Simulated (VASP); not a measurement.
# KYMg6 (Amm2) in VASP: further runs

The runs below take KYMg6 through single point, with PBE.

Everything below comes from runs of VASP 6.6.1. Logs are shortened: lines on timing, memory, paths and dates and some standing lists are left out, and cuts for length are marked.

## 1. The cell of the first run

Symmetry: Amm2, No. 38, orthorhombic system. The conventional cell has a = 5.399 Å, b = 6.970 Å, c = 11.759 Å, α = 90.00°, β = 90.00°, γ = 90.00°. Within 4.3 Å of Y (site symmetry mm2) lie 10 Mg at 3.25 to 3.58 Å and 2 K at 3.56 Å. Within 4.4 Å of K (site symmetry mm2) lie 10 Mg at 3.33 to 3.51 Å and 2 Y at 3.56 Å. Mg (site symmetry mm2) has 10 Mg at 3.30 to 3.45 Å and 2 K at 3.49 Å within 4.3 Å. Within 4.3 Å of Mg (site symmetry m) lie 2 Y at 3.27 Å and 2 K at 3.33 to 3.51 Å and 8 Mg at 3.33 to 3.59 Å. Mg (site symmetry mm2) has 10 Mg at 3.33 to 3.45 Å and 2 Y at 3.48 Å within 4.4 Å. Within 4.3 Å of Mg (site symmetry m) lie 2 Y at 3.25 to 3.58 Å and 8 Mg at 3.27 to 3.70 Å and 2 K at 3.36 Å.

## 2. Single point, PBE

The input, INCAR:

```
SYSTEM = KYMg6
PREC = Accurate ; ENCUT = 520
EDIFF = 1E-7 ; ISMEAR = -1
SIGMA = 0.05 ; LREAL = .FALSE.
LASPH = .TRUE. ; NELM = 60
ALGO = Fast ; ISIF = 2
LWAVE = .FALSE. ; LCHARG = .FALSE.
GGA = PE ; NBANDS = 26
```

The input, KPOINTS:

```
Automatic mesh
0
G
  5 5 5
  0 0 0
```

The input, POSCAR:

```
KYMg6
1.0
    5.3987070000      0.0000000000      0.0000000000
    0.0000000000      3.4847975000      5.8794235000
    0.0000000000     -3.4847975000      5.8794235000
Y K Mg
1 1 6
Direct
    0.0000000000      0.8468330000      0.8468330000
    0.5000000000      0.6496090000      0.6496090000
    0.5000000000      0.1664510000      0.1664510000
    0.5000000000      0.6682610000      0.1534430000
    0.5000000000      0.1534430000      0.6682610000
    0.0000000000      0.3440530000      0.3440530000
    0.0000000000      0.8509780000      0.3203700000
    0.0000000000      0.3203700000      0.8509780000
```

Potentials or basis: VASP PAW PBE potentials, release 64 (Y_sv, K_sv, Mg).

The run is started by

```
$ cat potpaw_PBE.64/Y_sv/POTCAR potpaw_PBE.64/K_sv/POTCAR potpaw_PBE.64/Mg/POTCAR > POTCAR
$ mpirun -np 1 vasp_std > vasp.out
```

OUTCAR:

```text
SYSTEM = KYMg6
   PREC = Accurate
   ENCUT = 520
   EDIFF = 1E-7
   ISMEAR = -1
   LREAL = .FALSE.
   LASPH = .TRUE.
   NELM = 60
   ISIF = 2
   GGA = PE

 ion  position               nearest neighbor table
   1  0.000  0.847  0.847-   7 3.25   8 3.25   4 3.27   5 3.27   4 3.27   5 3.27   6 3.48   6 3.48
                             2 3.56   2 3.56   8 3.58   7 3.58
   2  0.500  0.650  0.650-   4 3.33   5 3.33   7 3.36   8 3.36   7 3.36   8 3.36   3 3.49   3 3.49
                             5 3.51   4 3.51   1 3.56   1 3.56
   3  0.500  0.166  0.166-   7 3.30   8 3.30   7 3.30   8 3.30   4 3.39   5 3.39   6 3.41   6 3.41
                             4 3.45   5 3.45   2 3.49   2 3.49
   4  0.500  0.668  0.153-   1 3.27   1 3.27   2 3.33   6 3.33   6 3.33   5 3.38   3 3.39   7 3.39
                             7 3.39   3 3.45   2 3.51   5 3.59
   5  0.500  0.153  0.668-   1 3.27   1 3.27   2 3.33   6 3.33   6 3.33   4 3.38   3 3.39   8 3.39
                             8 3.39   3 3.45   2 3.51   4 3.59
   6  0.000  0.344  0.344-   4 3.33   5 3.33   4 3.33   5 3.33   7 3.39   8 3.39   3 3.41   3 3.41
                             8 3.45   7 3.45   1 3.48   1 3.48
   7  0.000  0.851  0.320-   1 3.25   8 3.27   3 3.30   3 3.30   2 3.36   2 3.36   6 3.39   4 3.39
                             4 3.39   6 3.45   1 3.58
   8  0.000  0.320  0.851-   1 3.25   7 3.27   3 3.30   3 3.30   2 3.36   2 3.36   6 3.39   5 3.39
                             5 3.39   6 3.45   1 3.58

  LATTYP: Found a base centered orthorhombic cell.
 ALAT       =     6.9695950000
 B/A-ratio  =     1.6871636013
 C/A-ratio  =     0.7746084242

  Lattice vectors:

 A1 = (   0.0000000000,   3.4847975000,  -5.8794235000)
 A2 = (   0.0000000000,   3.4847975000,   5.8794235000)
 A3 = (   5.3987070000,   0.0000000000,   0.0000000000)

Analysis of symmetry for initial positions (statically):
=====================================================================
 Subroutine PRICEL returns:
 Original cell was already a primitive cell.

 Routine SETGRP: Setting up the symmetry group for a
 base centered orthorhombic supercell.

 Subroutine GETGRP returns: Found  4 space group operations
 (whereof  4 operations were pure point group operations)
 out of a pool of  8 trial point group operations.

The static configuration has the point symmetry C_2v.

Analysis of symmetry for dynamics (positions and initial velocities):
=====================================================================
 Subroutine PRICEL returns:
 Original cell was already a primitive cell.

 Routine SETGRP: Setting up the symmetry group for a
 base centered orthorhombic supercell.

 Subroutine GETGRP returns: Found  4 space group operations
 (whereof  4 operations were pure point group operations)
 out of a pool of  8 trial point group operations.

The dynamic configuration has the point symmetry C_2v.

 Subroutine INISYM returns: Found  4 space group operations
 (whereof  4 operations are pure point group operations),
 and found     1 'primitive' translations

----------------------------------------------------------------------------------------

                                     Primitive cell

  volume of cell :     221.2239

  direct lattice vectors                    reciprocal lattice vectors
     5.398707000  0.000000000  0.000000000     0.185229537  0.000000000  0.000000000
     0.000000000  3.484797500  5.879423500     0.000000000  0.143480360  0.085042352
     0.000000000 -3.484797500  5.879423500     0.000000000 -0.143480360  0.085042352

  length of vectors
     5.398707000  6.834576381  6.834576381     0.185229537  0.166789734  0.166789734

  position of ions in fractional coordinates (direct lattice)
     0.000000000  0.846833000  0.846833000
     0.500000000  0.649609000  0.649609000
     0.500000000  0.166451000  0.166451000
     0.500000000  0.668261000  0.153443000
     0.500000000  0.153443000  0.668261000
     0.000000000  0.344053000  0.344053000
     0.000000000  0.850978000  0.320370000
     0.000000000  0.320370000  0.850978000

  ion indices of the primitive-cell ions
   primitive index   ion index
                 1           1
                 2           2
                 3           3
                 4           4
                 5           5
                 6           6
                 7           7
                 8           8

----------------------------------------------------------------------------------------

 KPOINTS: Automatic mesh

Automatic generation of k-mesh.
 Grid dimensions read from file:
 generate k-points for:    5    5    5

 Generating k-lattice:

  Cartesian coordinates                     Fractional coordinates (reciprocal lattice)
     0.037045907  0.000000000  0.000000000     0.200000000  0.000000000  0.000000000
     0.000000000  0.028696072  0.017008470     0.000000000  0.200000000  0.000000000
     0.000000000 -0.028696072  0.017008470     0.000000000  0.000000000  0.200000000

  Length of vectors
     0.037045907  0.033357947  0.033357947

  Shift w.r.t. Gamma in fractional coordinates (k-lattice)
     0.000000000  0.000000000  0.000000000

 Subroutine IBZKPT returns following result:
 ===========================================

 Found     27 irreducible k-points:

 Following reciprocal coordinates:
            Coordinates               Weight
  0.000000  0.000000  0.000000      1.000000
  0.200000  0.000000  0.000000      2.000000
  0.400000  0.000000  0.000000      2.000000
  0.000000  0.200000  0.000000      4.000000
  0.200000  0.200000  0.000000      8.000000
  0.400000  0.200000  0.000000      8.000000
[... 16 lines left out ...]
  0.200000  0.400000  0.400000      4.000000
  0.400000  0.400000  0.400000      4.000000
 [... further k-points ...]
   k-points           NKPTS =     27   k-points in BZ     NKDIM =     27   number of bands    NBANDS=     26
   number of dos      NEDOS =    301   number of ions     NIONS =      8
   total plane-waves  NPLWV = 116640
   dimension x,y,z NGX =    40 NGY =   54 NGZ =   54
   dimension x,y,z NGXF=    80 NGYF=  108 NGZF=  108
   ions per type =               1   1   6
   NGX,Y,Z   is equivalent  to a cutoff of  12.32, 13.14, 13.14 a.u.
   NGXF,Y,Z  is equivalent  to a cutoff of  24.63, 26.27, 26.27 a.u.
 SYSTEM =  KYMg6
   PREC   = accura    normal or accurate (medium, high low for compatibility)
   ISTART =      0    job   : 0-new  1-cont  2-samecut
   ICHARG =      2    charge: 1-file 2-atom 10-const
   ISPIN  =      1    spin polarized calculation?
   LNONCOLLINEAR =      F non collinear calculations
   LSORBIT =      F    spin-orbit coupling
   LASPH  =      T    aspherical Exc in radial PAW
   ENCUT  =  520.0 eV  38.22 Ry    6.18 a.u.  10.04 12.71 12.71*2*pi/ulx,y,z
   NELM   =     60;   NELMIN=  2; NELMDL= -5     # of ELM steps
   EDIFF  = 0.1E-06   stopping-criterion for ELM
   LREAL  =      F    real-space projection
   EDIFFG = 0.1E-05   stopping-criterion for IOM
   NSW    =      0    number of steps for IOM
   IBRION =     -1    ionic relax: 0-MD 1-quasi-New 2-CG
   NFREE  =      0    steps in history (QN), initial steepest desc. (CG)
   ISIF   =      2    stress and relaxation
   ISYM   =      2    0-nonsym 1-usesym 2-fastsym
   POTIM  = 0.5000    time-step for ionic-motion
   TEBEG  =    0.0;   TEEND  =   0.0 temperature during run
   PSTRESS=    0.0 pullay stress
   NELECT =      32.0000    total number of electrons
   NUPDOWN=      -1.0000    fix difference up-down
   EMIN   =  10.00;   EMAX   =-10.00  energy-range for DOS
   EFERMI =   0.00;   METHOD = LEGACY
   ISMEAR =    -1;   SIGMA  =   0.05  broadening in eV -4-tet -1-fermi 0-gaus
   EFERMI_NEDOS =   21; number of points for ismear=-14 and -15
   IALGO  =     68    algorithm
   IMIX   =      4    mixing-type and parameters
     AMIX     =   0.40;   BMIX     =  1.00
     AMIX_MAG =   1.60;   BMIX_MAG =  1.00
  volume/ion in A,a.u.               =      27.65       186.61
  Fermi-wavevector in a.u.,A,eV,Ry     =   0.859371  1.623976 10.048160  0.738519
  Thomas-Fermi vector in A             =   1.976716
   LORBIT       =      0    0 simple, 1 ext, 2 COOP (PROOUT), +10 PAW based schemes
   GGA     = PE    functional components
   LHFCALC =     F    Hartree Fock is set to
   AEXX    =    0.0000 exact exchange contribution
   IVDW    =     0    specifies the selected vdW correction
   LEPSILON=     F    determine dielectric tensor
   LRPA    =     F    only Hartree local field effects (RPA)
 non-spin polarized calculation
 RMM-DIIS sequential band-by-band and
  energy-cutoff  :      520.00
  volume of cell :      221.22
 maximum number of plane-waves:      5972
   NGX = 21   NGY = 25   NGZ = 25

 number of electron      32.0000000 magnetization

 Free energy of the ion-electron system (eV)
  ---------------------------------------------------
  ext. energy  EPLUGINS =         0.00000000
  ---------------------------------------------------
  free energy    TOTEN  =       -15.16806537 eV

  energy without entropy =      -15.12229912  energy(sigma->0) =      -15.14518225

 E-fermi :   2.0936     XC(G=0):  -8.3033

 val. band max:        2.0708344767   @ k =   0.0000   0.0000   0.0000
 cond. band min:       2.1203640050   @ k =   0.4000  -0.4000   0.4000
 fundamental gap:      0.0495295284
 Fermi energy:         2.0936088177

 k-point     1 :       0.0000    0.0000    0.0000
  band No.  band energies     occupation
      1     -41.0949      2.00000
      2     -28.7509      2.00000
      3     -21.1269      2.00000
      4     -21.0813      2.00000
      5     -21.0297      2.00000
      6     -12.3526      2.00000
[... 18 lines left out ...]
     25       5.3760      0.00000
     26       5.5107      0.00000

 k-point     2 :       0.2000    0.0000    0.0000
  band No.  band energies     occupation
      1     -41.0949      2.00000
      2     -28.7508      2.00000
      3     -21.1280      2.00000
      4     -21.0814      2.00000
      5     -21.0295      2.00000
      6     -12.3515      2.00000
[... 18 lines left out ...]
     25       5.0716      0.00000
     26       5.2559      0.00000

 k-point     3 :       0.4000    0.0000    0.0000
  band No.  band energies     occupation
      1     -41.0949      2.00000
      2     -28.7507      2.00000
      3     -21.1299      2.00000
      4     -21.0817      2.00000
      5     -21.0293      2.00000
      6     -12.3560      2.00000
[... 18 lines left out ...]
     25       5.2642      0.00000
     26       5.3310      0.00000

 k-point     4 :       0.0000    0.2000    0.0000
  band No.  band energies     occupation
      1     -41.0949      2.00000
      2     -28.7509      2.00000
      3     -21.1268      2.00000
      4     -21.0814      2.00000
      5     -21.0298      2.00000
      6     -12.3532      2.00000
[... 18 lines left out ...]
     25       5.2864      0.00000
     26       5.4321      0.00000

 k-point     5 :       0.2000    0.2000    0.0000
  band No.  band energies     occupation
      1     -41.0949      2.00000
      2     -28.7508      2.00000
      3     -21.1280      2.00000
      4     -21.0815      2.00000
      5     -21.0296      2.00000
      6     -12.3520      2.00000
[... 18 lines left out ...]
     25       4.9720      0.00000
     26       5.2084      0.00000

 k-point     6 :       0.4000    0.2000    0.0000
  band No.  band energies     occupation
      1     -41.0949      2.00000
      2     -28.7507      2.00000
      3     -21.1299      2.00000
      4     -21.0817      2.00000
      5     -21.0294      2.00000
      6     -12.3558      2.00000
[... 427 lines left out ...]
 k-point    21 :       0.4000   -0.2000    0.2000
  band No.  band energies     occupation
      1     -41.0949      2.00000
      2     -28.7507      2.00000
      3     -21.1299      2.00000
      4     -21.0818      2.00000
      5     -21.0295      2.00000
      6     -12.3556      2.00000
[... 18 lines left out ...]
     25       5.0584      0.00000
     26       5.7545      0.00000

 k-point    22 :       0.0000    0.4000    0.4000
  band No.  band energies     occupation
      1     -41.0949      2.00000
      2     -28.7508      2.00000
      3     -21.1268      2.00000
      4     -21.0817      2.00000
      5     -21.0298      2.00000
      6     -12.3559      2.00000
[... 18 lines left out ...]
     25       5.0843      0.00000
     26       5.5235      0.00000

 k-point    23 :       0.2000    0.4000    0.4000
  band No.  band energies     occupation
      1     -41.0949      2.00000
      2     -28.7508      2.00000
      3     -21.1280      2.00000
      4     -21.0818      2.00000
      5     -21.0297      2.00000
      6     -12.3545      2.00000
[... 18 lines left out ...]
     25       5.0754      0.00000
     26       5.3206      0.00000

 k-point    24 :       0.4000    0.4000    0.4000
  band No.  band energies     occupation
      1     -41.0949      2.00000
      2     -28.7507      2.00000
      3     -21.1299      2.00000
      4     -21.0821      2.00000
      5     -21.0294      2.00000
      6     -12.3554      2.00000
[... 18 lines left out ...]
     25       4.9967      0.00000
     26       5.8308      0.00000

 [... further k-points ...]
[... 5 lines left out ...]
  --------------------------------------------------------------------------------------
  -------------------------------------------------------------------------------------
  Total        0.1251684     -0.2574630     -0.1024754      0.0000000      0.0000000      0.0000000
  in kB        0.9065116     -1.8646328     -0.7421609      0.0000000      0.0000000      0.0000000
  external PRESSURE =      -0.5667607 kB  Pullay stress =       0.0000000 kB

 VOLUME and BASIS-vectors are now :
 -----------------------------------------------------------------------------
  energy-cutoff  :      520.00
  volume of cell :      221.22
      direct lattice vectors                 reciprocal lattice vectors
     5.398707000  0.000000000  0.000000000     0.185229537  0.000000000  0.000000000
     0.000000000  3.484797500  5.879423500     0.000000000  0.143480360  0.085042352
     0.000000000 -3.484797500  5.879423500     0.000000000 -0.143480360  0.085042352

 POSITION                                       TOTAL-FORCE (eV/Angst)
 -----------------------------------------------------------------------------------
      0.00000      0.00000      9.95778         0.000000      0.000000      0.003071
      2.69935      0.00000      7.63865         0.000000      0.000000     -0.044666
      2.69935      0.00000      1.95727         0.000000      0.000000     -0.017807
      2.69935      1.79404      4.83115         0.000000      0.011735     -0.039554
      2.69935     -1.79404      4.83115         0.000000     -0.011735     -0.039554
      0.00000      0.00000      4.04567         0.000000      0.000000      0.031345
      0.00000      1.84906      6.88685         0.000000      0.045095      0.053582
      0.00000     -1.84906      6.88685         0.000000     -0.045095      0.053582
 -----------------------------------------------------------------------------------
    total drift:                               -0.000000      0.000000      0.001235

  FREE ENERGIE OF THE ION-ELECTRON SYSTEM (eV)
  ---------------------------------------------------
  free  energy   TOTEN  =       -15.1680653695 eV

  energy  without entropy=      -15.1222991232  energy(sigma->0) =      -15.14518225
```

Wall time 11 min (1 thread of Intel Xeon Platinum 8488C (Sapphire Rapids), shared host); peak memory 0.46 GiB.

What came out:

- Free energy: -15.1681 eV
- Pressure: -0.1 GPa
- Largest force: 0.070 eV/Å
- Band gap on the k mesh: zero (band 16 reaches 2.28 eV, above the bottom of band 17 at 1.78 eV)

Forces in eV/Å, atoms in the order of the input:
```
Y    0.000  0.000  0.003
K    0.000  0.000 -0.045
Mg   0.000  0.000 -0.018
Mg   0.000  0.012 -0.040
Mg   0.000 -0.012 -0.040
Mg   0.000  0.000  0.031
Mg   0.000  0.045  0.054
Mg   0.000 -0.045  0.054
```

## 3. Single point, PBE

This run uses another cell than the first one, of 28.21 Å³/atom, 1.020 times its volume.

The input, INCAR:

```
SYSTEM = KYMg6
ALGO = Fast
EDIFF = 1E-7
ENCUT = 520
GGA = PE
ISIF = 2
ISMEAR = -1
LASPH = .TRUE.
LCHARG = .FALSE.
LREAL = .FALSE.
LWAVE = .FALSE.
NBANDS = 26
NELM = 100
PREC = Accurate
SIGMA = 0.05
```

The input, KPOINTS:

```
k-points
0
G
  5 5 5
  0 0 0
```

POSCAR, as its differences from that of step 2:

```diff
@@ -2,5 +2,5 @@
 1.0
-    5.3987070000      0.0000000000      0.0000000000
-    0.0000000000      3.4847975000      5.8794235000
-    0.0000000000     -3.4847975000      5.8794235000
+    5.4344610685      0.0000000000      0.0000000000
+    0.0000000000      3.5078763017      5.9183612142
+    0.0000000000     -3.5078763017      5.9183612142
 Y K Mg
```

Potentials or basis: VASP PAW PBE potentials, release 64 (Y_sv, K_sv, Mg).

The run is started by

```
$ cat potpaw_PBE.64/Y_sv/POTCAR potpaw_PBE.64/K_sv/POTCAR potpaw_PBE.64/Mg/POTCAR > POTCAR
$ mpirun -np 1 vasp_std > vasp.out
```

Wall time 13 min (1 thread of Intel Xeon Platinum 8488C (Sapphire Rapids), shared host); peak memory 0.46 GiB.

It converged, with:

| Quantity | Value |
| --- | --- |
| Free energy | -15.1593 eV |
| Pressure | -0.6 GPa |
| Largest force | 0.070 eV/Å |
| Band gap on the k mesh | zero (band 16 reaches 2.19 eV, above the bottom of band 17 at 1.68 eV) |

Forces on the atoms (eV/Å):
```
Y    0.000  0.000  0.030
K    0.000  0.000 -0.040
Mg   0.000  0.000 -0.019
Mg   0.000  0.027 -0.046
Mg   0.000 -0.027 -0.046
Mg   0.000  0.000  0.033
Mg   0.000  0.055  0.043
Mg   0.000 -0.055  0.043
```

Stress tensor (GPa, compression positive):
```
-0.44  0.00  0.00
 0.00 -0.73  0.00
 0.00  0.00 -0.57
```

Levels at points of the mesh, in eV from the Fermi level:
```
           k point  band 12  band 13  band 14  band 15  band 16  band 17  band 18  band 19  band 20  band 21
(0.00, 0.00, 0.00)    -2.01    -1.63    -1.41    -0.78    -0.61    -0.04     0.43     1.05     1.70     1.84
```

(Continued in part 2 of 2.)
